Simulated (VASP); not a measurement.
# SiS2 (Ibam) in VASP: notebook

SiS2 is run at these levels: PBE; tasks: single point, relaxation of cell and atoms.

Everything below comes from runs of VASP 6.6.1. Logs are shortened: lines on timing, memory, paths and dates and some standing lists are left out, and cuts for length are marked.

## (1) The cell of the first run

It takes space group Ibam (No. 72, orthorhombic). The conventional cell has a = 6.238 Å, b = 10.786 Å, c = 5.593 Å, α = 90.00°, β = 90.00°, γ = 90.00°. Si (site symmetry 222) has 4 S at 2.15 Å and 2 Si at 2.80 Å within 2.8 Å. Within 2.8 Å of S (site symmetry m) lie 2 Si at 2.15 Å.

## (2) Single point, PBE

INCAR reads:

```
  ALGO = Normal
  EDIFF = 1E-7
  ENCUT = 520
  GGA = PE
  ISIF = 2
  ISMEAR = 0
  LASPH = T
  LCHARG = T
  LELF = T
  LREAL = F
  LVHAR = T
  LWAVE = F
  NBANDS = 25
  NELM = 100
  PREC = Accurate
  SIGMA = 0.02
```

KPOINTS reads:

```
k-points
0
Gamma
  6 6 6
```

POSCAR reads:

```
SiS2
1.0
   -3.1190111361      5.3932096086      2.7964191712
    3.1190111361     -5.3932096086      2.7964191712
    3.1190111361      5.3932096086     -2.7964191712
Si S
2 4
Direct
    0.7500000000      0.7500000000      0.0000000000
    0.2500000000      0.2500000000      0.0000000000
    0.8932118695      0.8147086233      0.7079204928
    0.1067881305      0.1852913767      0.2920795072
    0.6067881305      0.3147086233      0.9214967538
    0.3932118695      0.6852913767      0.0785032462
```

Potentials or basis: VASP PAW PBE potentials, release 64 (Si, S).

Launch:

```
$ cat potpaw_PBE.64/Si/POTCAR potpaw_PBE.64/S/POTCAR > POTCAR
$ mpirun -np 1 vasp_std > vasp.out
```

OUTCAR:

```text
EDIFF = 1E-7
   ENCUT = 520
   GGA = PE
   ISIF = 2
   ISMEAR = 0
   LASPH = T
   LREAL = F
   NELM = 100
   PREC = Accurate

 ion  position               nearest neighbor table
   1  0.750  0.750  0.000-   3 2.15   4 2.15   5 2.15   6 2.15   2 2.80   2 2.80
   2  0.250  0.250  0.000-   4 2.15   3 2.15   5 2.15   6 2.15   1 2.80   1 2.80
   3  0.893  0.815  0.708-   1 2.15   2 2.15
   4  0.107  0.185  0.292-   2 2.15   1 2.15
   5  0.607  0.315  0.921-   1 2.15   2 2.15
   6  0.393  0.685  0.079-   1 2.15   2 2.15

  LATTYP: Found a body centered orthorhombic cell.
 ALAT       =     5.5928383424
 B/A-ratio  =     1.1153589448
 C/A-ratio  =     1.9286127288

  Lattice vectors:

 A1 = (   3.1190111361,   5.3932096086,  -2.7964191712)
 A2 = (  -3.1190111361,   5.3932096086,   2.7964191712)
 A3 = (   3.1190111361,  -5.3932096086,   2.7964191712)

Analysis of symmetry for initial positions (statically):
=====================================================================
 Subroutine PRICEL returns:
 Original cell was already a primitive cell.

 Routine SETGRP: Setting up the symmetry group for a
 body centered orthorhombic supercell.

 Subroutine GETGRP returns: Found  8 space group operations
 (whereof  4 operations were pure point group operations)
 out of a pool of  8 trial point group operations.

The static configuration has the point symmetry C_2h.
 The point group associated with its full space group is D_2h.

Analysis of symmetry for dynamics (positions and initial velocities):
=====================================================================
 Subroutine PRICEL returns:
 Original cell was already a primitive cell.

 Routine SETGRP: Setting up the symmetry group for a
 body centered orthorhombic supercell.

 Subroutine GETGRP returns: Found  8 space group operations
 (whereof  4 operations were pure point group operations)
 out of a pool of  8 trial point group operations.

The dynamic configuration has the point symmetry C_2h.
 The point group associated with its full space group is D_2h.

 Subroutine INISYM returns: Found  8 space group operations
 (whereof  4 operations are pure point group operations),
 and found     1 'primitive' translations

----------------------------------------------------------------------------------------

                                     Primitive cell

  volume of cell :     188.1596

  direct lattice vectors                    reciprocal lattice vectors
    -3.119011136  5.393209609  2.796419171     0.000000000  0.092709173  0.178800090
     3.119011136 -5.393209609  2.796419171     0.160307219  0.000000000  0.178800090
     3.119011136  5.393209609 -2.796419171     0.160307219  0.092709173  0.000000000

  length of vectors
     6.828975072  6.828975072  6.828975072     0.201406214  0.240141368  0.185184759

  position of ions in fractional coordinates (direct lattice)
     0.750000000  0.750000000  0.000000000
     0.250000000  0.250000000  0.000000000
     0.893211869  0.814708623  0.707920493
     0.106788131  0.185291377  0.292079507
     0.606788131  0.314708623  0.921496754
     0.393211869  0.685291377  0.078503246

  ion indices of the primitive-cell ions
   primitive index   ion index
                 1           1
                 2           2
                 3           3
                 4           4
                 5           5
                 6           6

----------------------------------------------------------------------------------------

 KPOINTS: k-points

Automatic generation of k-mesh.
 Grid dimensions read from file:
 generate k-points for:    6    6    6

 Generating k-lattice:

  Cartesian coordinates                     Fractional coordinates (reciprocal lattice)
     0.000000000  0.015451529  0.029800015     0.166666667  0.000000000  0.000000000
     0.026717870  0.000000000  0.029800015     0.000000000  0.166666667  0.000000000
     0.026717870  0.015451529  0.000000000     0.000000000  0.000000000  0.166666667

  Length of vectors
     0.033567702  0.040023561  0.030864127

  Shift w.r.t. Gamma in fractional coordinates (k-lattice)
     0.000000000  0.000000000  0.000000000

 Subroutine IBZKPT returns following result:
 ===========================================

 Found     46 irreducible k-points:

 Following reciprocal coordinates:
            Coordinates               Weight
  0.000000  0.000000  0.000000      1.000000
  0.166667  0.000000 -0.000000      4.000000
  0.333333  0.000000  0.000000      4.000000
  0.500000  0.000000  0.000000      2.000000
  0.000000  0.166667  0.000000      4.000000
  0.166667  0.166667  0.000000      8.000000
[... 16 lines left out ...]
 -0.166667  0.166667  0.166667      2.000000
  0.166667  0.333333  0.166667      4.000000
 [... further k-points ...]
   k-points           NKPTS =     46   k-points in BZ     NKDIM =     46   number of bands    NBANDS=     25
   number of dos      NEDOS =    301   number of ions     NIONS =      6
   total plane-waves  NPLWV = 157464
   dimension x,y,z NGX =    54 NGY =   54 NGZ =   54
   dimension x,y,z NGXF=   108 NGYF=  108 NGZF=  108
   ions per type =               2   4
   NGX,Y,Z   is equivalent  to a cutoff of  13.15, 13.15, 13.15 a.u.
   NGXF,Y,Z  is equivalent  to a cutoff of  26.29, 26.29, 26.29 a.u.
 SYSTEM =  unknown system
   PREC   = accura    normal or accurate (medium, high low for compatibility)
   ISTART =      0    job   : 0-new  1-cont  2-samecut
   ICHARG =      2    charge: 1-file 2-atom 10-const
   ISPIN  =      1    spin polarized calculation?
   LNONCOLLINEAR =      F non collinear calculations
   LSORBIT =      F    spin-orbit coupling
   LASPH  =      T    aspherical Exc in radial PAW
   ENCUT  =  520.0 eV  38.22 Ry    6.18 a.u.  12.70 12.70 12.70*2*pi/ulx,y,z
   NELM   =    100;   NELMIN=  2; NELMDL= -5     # of ELM steps
   EDIFF  = 0.1E-06   stopping-criterion for ELM
   LREAL  =      F    real-space projection
   EDIFFG = 0.1E-05   stopping-criterion for IOM
   NSW    =      0    number of steps for IOM
   IBRION =     -1    ionic relax: 0-MD 1-quasi-New 2-CG
   NFREE  =      0    steps in history (QN), initial steepest desc. (CG)
   ISIF   =      2    stress and relaxation
   ISYM   =      2    0-nonsym 1-usesym 2-fastsym
   POTIM  = 0.5000    time-step for ionic-motion
   TEBEG  =    0.0;   TEEND  =   0.0 temperature during run
   PSTRESS=    0.0 pullay stress
   NELECT =      32.0000    total number of electrons
   NUPDOWN=      -1.0000    fix difference up-down
   EMIN   =  10.00;   EMAX   =-10.00  energy-range for DOS
   EFERMI =   0.00;   METHOD = LEGACY
   ISMEAR =     0;   SIGMA  =   0.02  broadening in eV -4-tet -1-fermi 0-gaus
   EFERMI_NEDOS =   21; number of points for ismear=-14 and -15
   IALGO  =     38    algorithm
   IMIX   =      4    mixing-type and parameters
     AMIX     =   0.40;   BMIX     =  1.00
     AMIX_MAG =   1.60;   BMIX_MAG =  1.00
  volume/ion in A,a.u.               =      31.36       211.63
  Fermi-wavevector in a.u.,A,eV,Ry     =   0.907018  1.714016 11.193268  0.822682
  Thomas-Fermi vector in A             =   2.030775
   LORBIT       =      0    0 simple, 1 ext, 2 COOP (PROOUT), +10 PAW based schemes
   GGA     = PE    functional components
   LHFCALC =     F    Hartree Fock is set to
   AEXX    =    0.0000 exact exchange contribution
   IVDW    =     0    specifies the selected vdW correction
   LEPSILON=     F    determine dielectric tensor
   LRPA    =     F    only Hartree local field effects (RPA)
 non-spin polarized calculation
 Gauss-broadening in eV      SIGMA  =   0.02
  energy-cutoff  :      520.00
  volume of cell :      188.16
 maximum number of plane-waves:      5117
 NGX is ok and might be reduce to    54
   NGX = 25   NGY = 25   NGZ = 25

 number of electron      32.0000001 magnetization

 Free energy of the ion-electron system (eV)
  ---------------------------------------------------
  ext. energy  EPLUGINS =         0.00000000
  ---------------------------------------------------
  free energy    TOTEN  =       -31.44623808 eV

  energy without entropy =      -31.44623808  energy(sigma->0) =      -31.44623808

 E-fermi :   0.3740     XC(G=0):  -7.0731

 val. band max:        0.2630666678   @ k =  -0.3333   0.3333   0.1667
 cond. band min:       3.3387130624   @ k =  -0.3333  -0.3333   0.3333
 fundamental gap:      3.0756463947
 Fermi energy:         0.3739731094

 k-point     1 :       0.0000    0.0000    0.0000
  band No.  band energies     occupation
      1     -14.0330      2.00000
      2     -12.0798      2.00000
      3     -11.5423      2.00000
      4     -11.5162      2.00000
      5      -7.1759      2.00000
      6      -5.3726      2.00000
[... 17 lines left out ...]
     24       7.1397      0.00000
     25       7.1950      0.00000

 k-point     2 :       0.1667    0.0000   -0.0000
  band No.  band energies     occupation
      1     -13.9383      2.00000
      2     -12.2758      2.00000
      3     -11.5433      2.00000
      4     -11.5209      2.00000
      5      -6.9192      2.00000
      6      -5.3684      2.00000
[... 17 lines left out ...]
     24       6.7555      0.00000
     25       7.3518      0.00000

 k-point     3 :       0.3333    0.0000    0.0000
  band No.  band energies     occupation
      1     -13.6634      2.00000
      2     -12.7324      2.00000
      3     -11.5441      2.00000
      4     -11.5315      2.00000
      5      -6.3237      2.00000
      6      -5.4335      2.00000
[... 552 lines left out ...]
 k-point    23 :      -0.1667    0.1667    0.1667
  band No.  band energies     occupation
      1     -14.0130      2.00000
      2     -12.0786      2.00000
      3     -11.5731      2.00000
      4     -11.5399      2.00000
      5      -7.1764      2.00000
      6      -5.2531      2.00000
[... 17 lines left out ...]
     24       7.1660      0.00000
     25       7.2809      0.00000

 k-point    24 :       0.1667    0.3333    0.1667
  band No.  band energies     occupation
      1     -13.2289      2.00000
      2     -13.2289      2.00000
      3     -11.5561      2.00000
      4     -11.5561      2.00000
      5      -5.7587      2.00000
      6      -5.7587      2.00000
[... 17 lines left out ...]
     24       6.5076      0.00000
     25       7.9688      0.00000

 [... further k-points ...]
[... 5 lines left out ...]
  --------------------------------------------------------------------------------------
  -------------------------------------------------------------------------------------
  Total       -0.0979607     -0.0885378     -0.2406601      0.0000000      0.0000000      0.0000000
  in kB       -0.8341340     -0.7538982     -2.0492184      0.0000000      0.0000000      0.0000000
  external PRESSURE =      -1.2124169 kB  Pullay stress =       0.0000000 kB

 VOLUME and BASIS-vectors are now :
 -----------------------------------------------------------------------------
  energy-cutoff  :      520.00
  volume of cell :      188.16
      direct lattice vectors                 reciprocal lattice vectors
    -3.119011136  5.393209609  2.796419171     0.000000000  0.092709173  0.178800090
     3.119011136 -5.393209609  2.796419171     0.160307219  0.000000000  0.178800090
     3.119011136  5.393209609 -2.796419171     0.160307219  0.092709173  0.000000000

 POSITION                                       TOTAL-FORCE (eV/Angst)
 -----------------------------------------------------------------------------------
      0.00000      0.00000      4.19463         0.000000      0.000000     -0.000000
      0.00000      0.00000      1.39821         0.000000      0.000000     -0.000000
      1.96316      4.24135      2.79642         0.029918      0.033381      0.000000
      1.15585      1.15186      0.00000        -0.029918     -0.033381     -0.000000
      1.96316      6.54507     -0.00000         0.029918     -0.033381      0.000000
      1.15585     -1.15186      2.79642        -0.029918      0.033381     -0.000000
 -----------------------------------------------------------------------------------
    total drift:                                0.000000     -0.000000     -0.000000

  FREE ENERGIE OF THE ION-ELECTRON SYSTEM (eV)
  ---------------------------------------------------
  free  energy   TOTEN  =       -31.4462380764 eV

  energy  without entropy=      -31.4462380764  energy(sigma->0) =      -31.44623808
```

It took 4.5 min on 1 thread of AMD EPYC 7R43 (Zen 3), shared host; peak memory 0.45 GiB.

What came out:

```yaml
Free_energy: -31.4462 eV
Pressure: -0.1 GPa
Largest_force: 0.045 eV/Å
Band_gap_on_the_k_mesh: 3.08 eV, indirect (least direct gap 3.39 eV)
```

Forces in eV/Å, atoms in the order of the input:
```
Si   0.000  0.000  0.000
Si   0.000  0.000  0.000
S    0.030  0.033  0.000
S   -0.030 -0.033  0.000
S    0.030 -0.033  0.000
S   -0.030  0.033  0.000
```

Stress tensor (GPa, compression positive):
```
-0.08  0.00  0.00
 0.00 -0.08  0.00
 0.00  0.00 -0.20
```

Levels at points of the mesh, in eV from the valence-band top:
```csv
k point,band 13,band 14,band 15,band 16,band 17,band 18,band 19,band 20
"(0.00, 0.00, 0.00)",-1.64,-1.03,-0.97,-0.16,3.92,4.03,4.11,5.15
"(0.50, 0.00, 0.00)",-0.99,-0.99,-0.67,-0.67,3.41,3.41,4.89,4.89
"(0.00, 0.50, 0.00)",-0.79,-0.79,-0.73,-0.73,3.41,3.41,4.75,4.75
"(0.50, 0.50, 0.00)",-1.72,-1.37,-1.12,0.00,3.92,4.64,4.73,4.84
"(0.50, 0.50, 0.50)",-1.77,-1.67,-1.29,-0.08,3.31,4.35,4.78,4.87
```

A k mesh can miss the band edges. A hybrid or GW would open this gap; PBE tends to underestimate it.

[end of part 1 of 2]
